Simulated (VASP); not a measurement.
# WC in VASP: single point with PBE+D3(BJ)

Aim: the single point of WC with PBE+D3(BJ).

Program: VASP 6.6.1. These are calculated values, not measurements. Logs are shortened: lines on timing, memory, paths and dates and some standing lists are left out, and cuts for length are marked.

**1. The cell of the first run**

The cell holds a slab with vacuum, 16 atoms: a = 5.812 Å, b = 5.812 Å, c = 15.256 Å, α = 90.00°, β = 90.00°, γ = 120.00°.

**2. Single point, PBE+D3(BJ)**

File INCAR:

```
SYSTEM = WC
  PREC = Accurate
  ENCUT = 520
  EDIFF = 1E-7
  ISMEAR = -1
  SIGMA = 0.05
  LREAL = Auto
  LASPH = .TRUE.
  NELM = 80
  ALGO = Normal
  ISIF = 2
  LWAVE = .FALSE.
  LCHARG = .FALSE.
  GGA = PE
  IVDW = 12
  NBANDS = 86
```

File KPOINTS:

```
Automatic mesh
0
G
  2 2 1
  0 0 0
```

File POSCAR:

```
WC
1.0
    5.8116600000      0.0000000000      0.0000000000
   -2.9058300000      5.0330450000      0.0000000000
    0.0000000000      0.0000000000     15.2564750000
W C
8 8
Direct
    0.0000000000      0.0000000000      0.0655459403
   -0.0084283096     -0.0133120209      0.2590310016
    0.0000003458      0.4999955295      0.0655459403
   -0.0167164142      0.4829084580      0.2580019303
    0.4999948380      0.0000000000      0.0655459403
    0.4875730246     -0.0174447079      0.2526796000
    0.4999951838      0.4999955295      0.0655459403
    0.4873457337      0.4808222458      0.2530859848
    0.3197450766      0.1679897557      0.1487827300
    0.3140157203      0.1335771884      0.3272708801
    0.3404662547      0.6730518006      0.1511227200
    0.3338404905      0.6431096881      0.3257239959
    0.8381290291      0.1689434527      0.1566810158
    0.8070049900      0.1431737646      0.3299844820
    0.8527517832      0.6759526291      0.1519944810
    0.8082959571      0.6273736873      0.3365915128
```

Potentials or basis: VASP PAW PBE potentials, release 64 (W_sv, C).

Launch:

```bash
cat potpaw_PBE.64/W_sv/POTCAR potpaw_PBE.64/C/POTCAR > POTCAR
mpirun -np 1 vasp_std > vasp.out
```

OUTCAR:

```text
SYSTEM = WC
   PREC = Accurate
   ENCUT = 520
   EDIFF = 1E-7
   ISMEAR = -1
   LREAL = Auto
   LASPH = .TRUE.
   NELM = 80
   ISIF = 2
   GGA = PE
   IVDW = 12
 IVDW          = 12

 ion  position               nearest neighbor table
   1  0.000  0.000  0.066-   9 2.05  15 2.10  13 2.17   5 2.91   3 2.91   7 2.91   7 2.91   3 2.91
                             5 2.91   2 2.95
   2  0.992  0.987  0.259-  10 1.93  14 2.03  16 2.16  15 2.26  13 2.30   9 2.36   8 2.88   6 2.90
                             4 2.90   4 2.91   6 2.92   8 2.94   1 2.95
   3  0.000  0.500  0.066-  15 2.10  11 2.15  13 2.17   7 2.91   1 2.91   5 2.91   5 2.91   1 2.91
                             7 2.91   4 2.94
   4  0.983  0.483  0.258-  16 2.01  14 2.03  12 2.05  13 2.21  15 2.30  11 2.43   8 2.88   6 2.90
                             2 2.90   2 2.91   6 2.92   8 2.94   3 2.94
   5  0.500  0.000  0.066-  11 2.10   9 2.16  13 2.20   6 2.86   1 2.91   7 2.91   3 2.91   3 2.91
                             7 2.91   1 2.91
   6  0.488  0.983  0.253-  10 1.99  14 1.99  12 2.04  11 2.20  13 2.29   9 2.38   5 2.86   4 2.90
                             2 2.90   8 2.90   8 2.92   4 2.92   2 2.92
   7  0.500  0.500  0.066-   9 2.10  11 2.12  15 2.21   8 2.86   3 2.91   5 2.91   1 2.91   1 2.91
                             5 2.91   3 2.91
   8  0.487  0.481  0.253-  12 1.94  16 2.06  10 2.08   9 2.24  11 2.31  15 2.40   7 2.86   4 2.88
                             2 2.88   6 2.90   6 2.92   4 2.94   2 2.94
   9  0.320  0.168  0.149-   1 2.05   7 2.10   5 2.16   8 2.24   2 2.36   6 2.38
  10  0.314  0.134  0.327-   2 1.93   6 1.99   8 2.08
  11  0.340  0.673  0.151-   5 2.10   7 2.12   3 2.15   6 2.20   8 2.31   4 2.43
  12  0.334  0.643  0.326-   8 1.94   6 2.04   4 2.05
  13  0.838  0.169  0.157-   1 2.17   3 2.17   5 2.20   4 2.21   6 2.29   2 2.30
  14  0.807  0.143  0.330-   6 1.99   2 2.03   4 2.03
  15  0.853  0.676  0.152-   3 2.10   1 2.10   7 2.21   2 2.26   4 2.30   8 2.40
  16  0.808  0.627  0.337-   4 2.01   8 2.06   2 2.16

  LATTYP: Found a hexagonal cell.
 ALAT       =     5.8116600000
 C/A-ratio  =     2.6251492689

  Lattice vectors:

 A1 = (   5.8116600000,   0.0000000000,   0.0000000000)
 A2 = (  -2.9058300000,   5.0330450000,   0.0000000000)
 A3 = (   0.0000000000,   0.0000000000,  15.2564750000)

Analysis of symmetry for initial positions (statically):
=====================================================================
 Subroutine PRICEL returns:
 Original cell was already a primitive cell.

 Routine SETGRP: Setting up the symmetry group for a
 hexagonal supercell.

 Subroutine GETGRP returns: Found  1 space group operations
 (whereof  1 operations were pure point group operations)
 out of a pool of 24 trial point group operations.

The static configuration has the point symmetry C_1 .

[... 130 lines left out ...]
   NELECT =     144.0000    total number of electrons
   NUPDOWN=      -1.0000    fix difference up-down
   EMIN   =  10.00;   EMAX   =-10.00  energy-range for DOS
   EFERMI =   0.00;   METHOD = LEGACY
   ISMEAR =    -1;   SIGMA  =   0.05  broadening in eV -4-tet -1-fermi 0-gaus
   EFERMI_NEDOS =   21; number of points for ismear=-14 and -15
   IALGO  =     38    algorithm
   IMIX   =      4    mixing-type and parameters
     AMIX     =   0.40;   BMIX     =  1.00
     AMIX_MAG =   1.60;   BMIX_MAG =  1.00
  volume/ion in A,a.u.               =      27.89       188.22
  Fermi-wavevector in a.u.,A,eV,Ry     =   1.122881  2.121938 17.155080  1.260863
  Thomas-Fermi vector in A             =   2.259544
   LORBIT       =      0    0 simple, 1 ext, 2 COOP (PROOUT), +10 PAW based schemes
   GGA     = PE    functional components
   LHFCALC =     F    Hartree Fock is set to
   AEXX    =    0.0000 exact exchange contribution
   IVDW    =    12    specifies the selected vdW correction
   LEPSILON=     F    determine dielectric tensor
   LRPA    =     F    only Hartree local field effects (RPA)
 non-spin polarized calculation
  energy-cutoff  :      520.00
  volume of cell :      446.26
 maximum number of plane-waves:     12032
 NGX is ok and might be reduce to    48
   NGX = 21   NGY = 21   NGZ = 57

 number of electron     143.9999998 magnetization

 Free energy of the ion-electron system (eV)
  ---------------------------------------------------
  ext. energy  EPLUGINS =         0.00000000
  ---------------------------------------------------
  free energy    TOTEN  =      -162.19896633 eV

  energy without entropy =     -162.07856974  energy(sigma->0) =     -162.13876803

 E-fermi :   0.8258     XC(G=0):  -6.4403

 val. band max:        0.7785803675   @ k =   0.5000   0.0000   0.0000
 cond. band min:       0.8319203128   @ k =   0.5000   0.5000   0.0000
 fundamental gap:      0.0533399453
 Fermi energy:         0.8257674181

 k-point     1 :       0.0000    0.0000    0.0000
  band No.  band energies     occupation
      1     -73.3560      2.00000
      2     -73.3124      2.00000
      3     -73.2899      2.00000
      4     -73.2751      2.00000
      5     -73.0645      2.00000
      6     -73.0195      2.00000
[... 337 lines left out ...]
     83       2.7472      0.00000
     84       2.8910      0.00000
 [bands above 84 left out]

------------------------ aborting loop because EDIFF is reached ----------------------------------------

 Edisp (eV)   -4.65437

 E8    (eV) :    -2.2025

  FORCE on cell =-STRESS in cart. coord.  units (eV):
  Direction    XX          YY          ZZ          XY          YZ          ZX
  --------------------------------------------------------------------------------------
  -------------------------------------------------------------------------------------
  Total      -0.77919    -1.11702    -4.21210     0.18921     4.29280     0.15704
  in kB      -2.79748    -4.01037   -15.12251     0.67930    15.41225     0.56381
  external pressure =       -7.31 kB  Pullay stress =        0.00 kB

 VOLUME and BASIS-vectors are now :
 -----------------------------------------------------------------------------
  energy-cutoff  :      520.00
  volume of cell :      446.26
      direct lattice vectors                 reciprocal lattice vectors
     5.811660000  0.000000000  0.000000000     0.172067877  0.099343439  0.000000000
    -2.905830000  5.033045000  0.000000000     0.000000000  0.198686878  0.000000000
     0.000000000  0.000000000 15.256475000     0.000000000  0.000000000  0.065545940

 POSITION                                       TOTAL-FORCE (eV/Angst)
 -----------------------------------------------------------------------------------
      0.00000      0.00000      1.00000        -0.539728     -0.046587      0.312302
      2.89553      4.96604      3.95190        -1.026486     -0.872396     -0.980215
     -1.45290      2.51650      1.00000         0.230977     -0.113506      0.704345
      4.31126      2.43050      3.93620         0.683055      0.839974     -0.142236
      2.90580      0.00000      1.00000         0.263322      0.161735      0.211693
     -0.02153      4.94525      3.85500         0.025300      0.302662      0.609290
[... 8 lines left out ...]
      2.99170      3.40210      2.31890        -0.995098     -0.873799      0.229727
      2.87450      3.15760      5.13520        -0.220698      0.593904     -1.630147
 -----------------------------------------------------------------------------------
    total drift:                                0.022706      0.011527     -0.024982

  FREE ENERGIE OF THE ION-ELECTRON SYSTEM (eV)
  ---------------------------------------------------
  free  energy   TOTEN  =      -166.8533361845 eV

  energy  without entropy=     -166.7329396007  energy(sigma->0) =     -166.79313789
```

OSZICAR:

```text
N       E                     dE             d eps       ncg     rms          rms(c)
DAV:   1     0.172364462653E+04    0.17236E+04   -0.84208E+04   808   0.160E+03
DAV:   2    -0.747048999804E+02   -0.17983E+04   -0.17566E+04   792   0.486E+02
DAV:   3    -0.183340130634E+03   -0.10864E+03   -0.10450E+03   832   0.117E+02
[... 21 lines left out ...]
DAV:  25    -0.162198956881E+03   -0.23361E-04   -0.82516E-07   598   0.326E-03    0.100E-03
DAV:  26    -0.162198963889E+03   -0.70083E-05   -0.26492E-07   520   0.142E-03    0.572E-04
DAV:  27    -0.162198965848E+03   -0.19588E-05   -0.93328E-08   486   0.856E-04    0.287E-04
DAV:  28    -0.162198966234E+03   -0.38546E-06   -0.27732E-08   456   0.464E-04    0.121E-04
DAV:  29    -0.162198966326E+03   -0.92790E-07   -0.54990E-09   404   0.271E-04
   1 F= -.16685334E+03 E0= -.16679314E+03  d E =-.120397E+00
```

stdout:

```text
POSCAR found type information on POSCAR W C
 POSCAR found :  2 types and      16 ions
 scaLAPACK will be used
 LDA part: xc-table for (Slater+PW92), standard interpolation
 POSCAR, INCAR and KPOINTS ok, starting setup
 FFT: planning ... GRIDC
 FFT: planning ... GRID_SOFT
 FFT: planning ... GRID
 WAVECAR not read
 entering main loop
```

Wall time 4.5 min (1 thread of Intel Xeon 6975P-C (Granite Rapids), shared host); peak memory 0.59 GiB.

Results:

```yaml
Free_energy: -166.8533 eV
Largest_force: 1.749 eV/Å
Band_gap_on_the_k_mesh: zero (bands 72 and 73 overlap by 0.26 eV)
Dispersion_energy_per_atom: -0.291 eV
```

Forces in eV/Å, atoms in the order of the input:
```
W   -0.540 -0.047  0.312
W   -1.026 -0.872 -0.980
W    0.231 -0.114  0.704
W    0.683  0.840 -0.142
W    0.263  0.162  0.212
W    0.025  0.303  0.609
W    0.177  0.202  0.044
W    0.743  0.481  0.832
C    1.055 -0.204  0.456
C    0.509  0.682  0.453
C   -0.209 -0.757 -0.320
C   -0.936  0.036  0.311
C   -0.322 -0.369 -1.123
C    0.563 -0.063  0.032
C   -0.995 -0.874  0.230
C   -0.221  0.594 -1.630
```

Caveat: the k points lie up to 0.62 Å⁻¹ apart; the atoms stand as in a frame of molecular dynamics; spin-orbit coupling is left out, which moves the levels of the heavy elements.
